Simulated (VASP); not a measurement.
# Ge (Fm-3m) in VASP: a series of runs

Runs on Ge. Level: BLYP. Tasks: single point.

All numbers are computed with VASP 6.6.1; they aren't measurements. Logs are shortened: lines on timing, memory, paths and dates and some standing lists are left out, and cuts for length are marked.

### Step 1. The cell of the first run

Symmetry: Fm-3m, No. 225, cubic system. The conventional cell has a = 4.436 Å, b = 4.436 Å, c = 4.436 Å, α = 90.00°, β = 90.00°, γ = 90.00°. Ge (site symmetry m-3m) has 12 Ge at 3.14 Å within 4.1 Å.

### Step 2. Single point, BLYP

The input, INCAR:

```
SYSTEM = Ge
PREC = Accurate
ENCUT = 520
EDIFF = 1E-7
ISMEAR = -1
SIGMA = 0.1
LREAL = .FALSE.
LASPH = .TRUE.
NELM = 60
ALGO = Normal
ISIF = 2
LWAVE = .FALSE.
LCHARG = .FALSE.
GGA = B5
ALDAX = 1.0
AGGAX = 1.0
AGGAC = 1.0
ALDAC = 0.0
NBANDS = 13
```

The input, KPOINTS:

```
regular mesh
0
G
  13 13 13
  0 0 0
```

The input, POSCAR:

```
Ge
1.0
    0.0000000000      2.2180938759      2.2180938759
    2.2180938759      0.0000000000      2.2180938759
    2.2180938759      2.2180938759      0.0000000000
Ge
1
Direct
    0.0000000000      0.0000000000      0.0000000000
```

Potentials or basis: VASP PAW PBE potentials, release 64 (Ge_d).

On the command line:

```console
> cat potpaw_PBE.64/Ge_d/POTCAR > POTCAR
> mpirun -np 1 vasp_std > vasp.out
```

OUTCAR:

```text
SYSTEM = Ge
   PREC = Accurate
   ENCUT = 520
   EDIFF = 1E-7
   ISMEAR = -1
   LREAL = .FALSE.
   LASPH = .TRUE.
   NELM = 60
   ISIF = 2
   GGA = B5

 ion  position               nearest neighbor table
   1  0.000  0.000  0.000-

  LATTYP: Found a face centered cubic cell.
 ALAT       =     4.4361877518

  Lattice vectors:

 A1 = (   0.0000000000,   2.2180938759,   2.2180938759)
 A2 = (   2.2180938759,   0.0000000000,   2.2180938759)
 A3 = (   2.2180938759,   2.2180938759,   0.0000000000)

Analysis of symmetry for initial positions (statically):
=====================================================================
 Subroutine PRICEL returns:
 Original cell was already a primitive cell.

 Routine SETGRP: Setting up the symmetry group for a
 face centered cubic supercell.

 Subroutine GETGRP returns: Found 48 space group operations
 (whereof 48 operations were pure point group operations)
 out of a pool of 48 trial point group operations.

The static configuration has the point symmetry O_h .

Analysis of symmetry for dynamics (positions and initial velocities):
=====================================================================
 Subroutine PRICEL returns:
 Original cell was already a primitive cell.

 Routine SETGRP: Setting up the symmetry group for a
 face centered cubic supercell.

 Subroutine GETGRP returns: Found 48 space group operations
 (whereof 48 operations were pure point group operations)
 out of a pool of 48 trial point group operations.

The dynamic configuration has the point symmetry O_h .

 Subroutine INISYM returns: Found 48 space group operations
 (whereof 48 operations are pure point group operations),
 and found     1 'primitive' translations

----------------------------------------------------------------------------------------

                                     Primitive cell

  volume of cell :      21.8258

  direct lattice vectors                    reciprocal lattice vectors
     0.000000000  2.218093876  2.218093876    -0.225418773  0.225418773  0.225418773
     2.218093876  0.000000000  2.218093876     0.225418773 -0.225418773  0.225418773
     2.218093876  2.218093876  0.000000000     0.225418773  0.225418773 -0.225418773

  length of vectors
     3.136858442  3.136858442  3.136858442     0.390436768  0.390436768  0.390436768

  position of ions in fractional coordinates (direct lattice)
     0.000000000  0.000000000  0.000000000

  ion indices of the primitive-cell ions
   primitive index   ion index
                 1           1

----------------------------------------------------------------------------------------

 KPOINTS: regular mesh

Automatic generation of k-mesh.
 Grid dimensions read from file:
 generate k-points for:   13   13   13

 Generating k-lattice:

  Cartesian coordinates                     Fractional coordinates (reciprocal lattice)
    -0.017339906  0.017339906  0.017339906     0.076923077  0.000000000  0.000000000
     0.017339906 -0.017339906  0.017339906     0.000000000  0.076923077  0.000000000
     0.017339906  0.017339906 -0.017339906     0.000000000  0.000000000  0.076923077

  Length of vectors
     0.030033598  0.030033598  0.030033598

  Shift w.r.t. Gamma in fractional coordinates (k-lattice)
     0.000000000  0.000000000  0.000000000

 Subroutine IBZKPT returns following result:
 ===========================================

 Found     84 irreducible k-points:

 Following reciprocal coordinates:
            Coordinates               Weight
  0.000000  0.000000  0.000000      1.000000
  0.076923  0.000000  0.000000      8.000000
  0.153846  0.000000  0.000000      8.000000
  0.230769  0.000000  0.000000      8.000000
  0.307692  0.000000  0.000000      8.000000
  0.384615  0.000000  0.000000      8.000000
[... 16 lines left out ...]
  0.384615  0.153846  0.000000     24.000000
  0.461538  0.153846  0.000000     24.000000
 [... further k-points ...]
   k-points           NKPTS =     84   k-points in BZ     NKDIM =     84   number of bands    NBANDS=     13
   number of dos      NEDOS =    301   number of ions     NIONS =      1
   total plane-waves  NPLWV =  13824
   dimension x,y,z NGX =    24 NGY =   24 NGZ =   24
   dimension x,y,z NGXF=    48 NGYF=   48 NGZF=   48
   ions per type =               1
   NGX,Y,Z   is equivalent  to a cutoff of  12.72, 12.72, 12.72 a.u.
   NGXF,Y,Z  is equivalent  to a cutoff of  25.44, 25.44, 25.44 a.u.
 SYSTEM =  Ge
   PREC   = accura    normal or accurate (medium, high low for compatibility)
   ISTART =      0    job   : 0-new  1-cont  2-samecut
   ICHARG =      2    charge: 1-file 2-atom 10-const
   ISPIN  =      1    spin polarized calculation?
   LNONCOLLINEAR =      F non collinear calculations
   LSORBIT =      F    spin-orbit coupling
   LASPH  =      T    aspherical Exc in radial PAW
   ENCUT  =  520.0 eV  38.22 Ry    6.18 a.u.   5.83  5.83  5.83*2*pi/ulx,y,z
   NELM   =     60;   NELMIN=  2; NELMDL= -5     # of ELM steps
   EDIFF  = 0.1E-06   stopping-criterion for ELM
   LREAL  =      F    real-space projection
   EDIFFG = 0.1E-05   stopping-criterion for IOM
   NSW    =      0    number of steps for IOM
   IBRION =     -1    ionic relax: 0-MD 1-quasi-New 2-CG
   NFREE  =      0    steps in history (QN), initial steepest desc. (CG)
   ISIF   =      2    stress and relaxation
   ISYM   =      2    0-nonsym 1-usesym 2-fastsym
   POTIM  = 0.5000    time-step for ionic-motion
   TEBEG  =    0.0;   TEEND  =   0.0 temperature during run
   PSTRESS=    0.0 pullay stress
   NELECT =      14.0000    total number of electrons
   NUPDOWN=      -1.0000    fix difference up-down
   EMIN   =  10.00;   EMAX   =-10.00  energy-range for DOS
   EFERMI =   0.00;   METHOD = LEGACY
   ISMEAR =    -1;   SIGMA  =   0.10  broadening in eV -4-tet -1-fermi 0-gaus
   EFERMI_NEDOS =   21; number of points for ismear=-14 and -15
   IALGO  =     38    algorithm
   IMIX   =      4    mixing-type and parameters
     AMIX     =   0.40;   BMIX     =  1.00
     AMIX_MAG =   1.60;   BMIX_MAG =  1.00
  volume/ion in A,a.u.               =      21.83       147.29
  Fermi-wavevector in a.u.,A,eV,Ry     =   1.411869  2.668045 27.121482  1.993373
  Thomas-Fermi vector in A             =   2.533676
   LORBIT       =      0    0 simple, 1 ext, 2 COOP (PROOUT), +10 PAW based schemes
   GGA     = B5    functional components
   LHFCALC =     F    Hartree Fock is set to
   AEXX    =    0.0000 exact exchange contribution
   IVDW    =     0    specifies the selected vdW correction
   LEPSILON=     F    determine dielectric tensor
   LRPA    =     F    only Hartree local field effects (RPA)
 non-spin polarized calculation
  energy-cutoff  :      520.00
  volume of cell :       21.83
 maximum number of plane-waves:       609
   NGX = 11   NGY = 11   NGZ = 11

 number of electron      13.9999997 magnetization

 Free energy of the ion-electron system (eV)
  ---------------------------------------------------
  ext. energy  EPLUGINS =         0.00000000
  ---------------------------------------------------
  free energy    TOTEN  =        -3.34439896 eV

  energy without entropy =       -3.32942741  energy(sigma->0) =       -3.33691319

 E-fermi :   5.8600     XC(G=0):  -9.9868

 val. band max:        5.8451917610   @ k =   0.3077   0.0769   0.0000
 cond. band min:       5.8645634447   @ k =  -0.4615   0.3846   0.0000
 fundamental gap:      0.0193716837
 Fermi energy:         5.8599655149

 k-point     1 :       0.0000    0.0000    0.0000
  band No.  band energies     occupation
      1     -18.9160      2.00000
      2     -18.9160      2.00000
      3     -18.9160      2.00000
      4     -18.8844      2.00000
      5     -18.8844      2.00000
      6      -6.2728      2.00000
      7      13.1706      0.00000
      8      13.1706      0.00000
      9      13.1706      0.00000
     10      19.0658      0.00000
     11      19.0658      0.00000
     12      19.0658      0.00000
     13      20.6381      0.00000

 k-point     2 :       0.0769    0.0000    0.0000
  band No.  band energies     occupation
      1     -18.9157      2.00000
      2     -18.9140      2.00000
      3     -18.9140      2.00000
      4     -18.8845      2.00000
      5     -18.8845      2.00000
      6      -6.1433      2.00000
      7      12.0717      0.00000
      8      13.0127      0.00000
      9      13.0127      0.00000
     10      18.3706      0.00000
     11      19.3656      0.00000
     12      19.3656      0.00000
     13      21.2815      0.00000

 k-point     3 :       0.1538    0.0000    0.0000
  band No.  band energies     occupation
      1     -18.9152      2.00000
      2     -18.9097      2.00000
      3     -18.9097      2.00000
      4     -18.8833      2.00000
      5     -18.8833      2.00000
      6      -5.7561      2.00000
      7       9.8037      0.00000
      8      12.6416      0.00000
      9      12.6417      0.00000
     10      17.6673      0.00000
     11      19.9407      0.00000
     12      19.9407      0.00000
     13      22.3009      0.00000

 k-point     4 :       0.2308    0.0000    0.0000
  band No.  band energies     occupation
      1     -18.9146      2.00000
      2     -18.9075      2.00000
      3     -18.9075      2.00000
      4     -18.8778      2.00000
      5     -18.8778      2.00000
      6      -5.1165      2.00000
      7       7.3409      0.00000
      8      12.2271      0.00000
      9      12.2271      0.00000
     10      17.1823      0.00000
     11      19.7516      0.00000
     12      19.7516      0.00000
     13      21.9406      0.00000

 k-point     5 :       0.3077    0.0000    0.0000
  band No.  band energies     occupation
      1     -18.9142      2.00000
      2     -18.9087      2.00000
      3     -18.9087      2.00000
      4     -18.8684      2.00000
      5     -18.8684      2.00000
      6      -4.2411      2.00000
      7       5.0033      1.99962
      8      11.8744      0.00000
      9      11.8744      0.00000
     10      16.8912      0.00000
     11      18.9853      0.00000
     12      18.9853      0.00000
     13      20.9038      0.00000

 k-point     6 :       0.3846    0.0000    0.0000
  band No.  band energies     occupation
      1     -18.9140      2.00000
      2     -18.9110      2.00000
      3     -18.9110      2.00000
      4     -18.8593      2.00000
      5     -18.8593      2.00000
      6      -3.1848      2.00000
      7       2.9429      2.00000
      8      11.6288      0.00000
      9      11.6288      0.00000
     10      16.7579      0.00000
     11      18.3472      0.00000
     12      18.3472      0.00000
     13      20.0949      0.00000

 k-point     7 :       0.4615    0.0000    0.0000
  band No.  band energies     occupation
      1     -18.9140      2.00000
      2     -18.9126      2.00000
      3     -18.9126      2.00000
      4     -18.8539      2.00000
      5     -18.8539      2.00000
      6      -2.1959      2.00000
      7       1.4451      2.00000
      8      11.5047      0.00000
      9      11.5047      0.00000
     10      16.7222      0.00000
     11      18.0074      0.00000
     12      18.0074      0.00000
     13      19.6518      0.00000
[... 193 lines left out ...]
 k-point    20 :       0.1538    0.1538    0.0000
  band No.  band energies     occupation
      1     -18.9234      2.00000
      2     -18.9010      2.00000
      3     -18.9010      2.00000
      4     -18.8923      2.00000
      5     -18.8782      2.00000
      6      -5.5833      2.00000
      7      11.0058      0.00000
      8      11.3411      0.00000
      9      11.3411      0.00000
     10      16.0166      0.00000
     11      18.5770      0.00000
     12      21.8598      0.00000
     13      21.8598      0.00000

 k-point    21 :       0.2308    0.1538    0.0000
  band No.  band energies     occupation
      1     -18.9253      2.00000
      2     -18.8988      2.00000
      3     -18.8954      2.00000
      4     -18.8909      2.00000
      5     -18.8737      2.00000
      6      -5.1126      2.00000
      7       9.0787      0.00000
      8      10.7768      0.00000
      9      11.1272      0.00000
     10      15.8346      0.00000
     11      17.4434      0.00000
     12      22.0761      0.00000
     13      22.6126      0.00000

 k-point    22 :       0.3077    0.1538    0.0000
  band No.  band energies     occupation
      1     -18.9243      2.00000
      2     -18.9024      2.00000
      3     -18.8943      2.00000
      4     -18.8829      2.00000
      5     -18.8655      2.00000
      6      -4.3952      2.00000
      7       6.8132      0.00014
      8      10.3914      0.00000
      9      10.5348      0.00000
     10      15.6863      0.00000
     11      17.7269      0.00000
     12      21.8210      0.00000
     13      22.1576      0.00000

 k-point    23 :       0.3846    0.1538    0.0000
  band No.  band energies     occupation
      1     -18.9220      2.00000
      2     -18.9044      2.00000
      3     -18.8962      2.00000
      4     -18.8753      2.00000
      5     -18.8571      2.00000
      6      -3.4572      2.00000
      7       4.6426      1.99999
      8       9.8232      0.00000
      9      10.2167      0.00000
     10      15.2854      0.00000
     11      18.8977      0.00000
     12      21.2414      0.00000
     13      21.9094      0.00000

 k-point    24 :       0.4615    0.1538    0.0000
  band No.  band energies     occupation
      1     -18.9200      2.00000
      2     -18.9043      2.00000
      3     -18.8986      2.00000
      4     -18.8689      2.00000
      5     -18.8527      2.00000
      6      -2.3903      2.00000
      7       2.7765      2.00000
      8       9.1714      0.00000
      9      10.2632      0.00000
     10      15.1493      0.00000
     11      19.5193      0.00000
     12      20.4246      0.00000
     13      23.0401      0.00000

 [... further k-points ...]
[... 5 lines left out ...]
  --------------------------------------------------------------------------------------
  -------------------------------------------------------------------------------------
  Total        0.0005806      0.0005806      0.0005806      0.0000000     -0.0000000      0.0000000
  in kB        0.0426180      0.0426180      0.0426180      0.0000000     -0.0000000      0.0000000
  external PRESSURE =       0.0426180 kB  Pullay stress =       0.0000000 kB

 VOLUME and BASIS-vectors are now :
 -----------------------------------------------------------------------------
  energy-cutoff  :      520.00
  volume of cell :       21.83
      direct lattice vectors                 reciprocal lattice vectors
     0.000000000  2.218093876  2.218093876    -0.225418773  0.225418773  0.225418773
     2.218093876  0.000000000  2.218093876     0.225418773 -0.225418773  0.225418773
     2.218093876  2.218093876  0.000000000     0.225418773  0.225418773 -0.225418773

 POSITION                                       TOTAL-FORCE (eV/Angst)
 -----------------------------------------------------------------------------------
      0.00000      0.00000      0.00000        -0.000000     -0.000000     -0.000000
 -----------------------------------------------------------------------------------
    total drift:                                0.000000      0.000000     -0.000000

  FREE ENERGIE OF THE ION-ELECTRON SYSTEM (eV)
  ---------------------------------------------------
  free  energy   TOTEN  =        -3.3443989599 eV

  energy  without entropy=       -3.3294274120  energy(sigma->0) =       -3.33691319
```

Wall time 21 s (1 thread of Intel Xeon Platinum 8259CL at 2.50GHz (Skylake/Cascade Lake), shared host); peak memory 0.15 GiB.

What came out:

```
Free energy            : -3.3444 eV
Pressure               : 0.0 GPa
Band gap on the k mesh : zero (band 7 reaches 13.17 eV, above the bottom of band 8 at 3.87 eV)
```

Levels at points of the mesh, in eV from the Fermi level:
```
           k point  band 3  band 4  band 5  band 6  band 7  band 8  band 9  band 10  band 11  band 12
(0.00, 0.00, 0.00)  -24.78  -24.74  -24.74  -12.13    7.31    7.31    7.31    13.21    13.21    13.21
```

Caveat: the PAW data sets were made with another functional, which shifts forces and pressure a little.

[end of part 1 of 2]
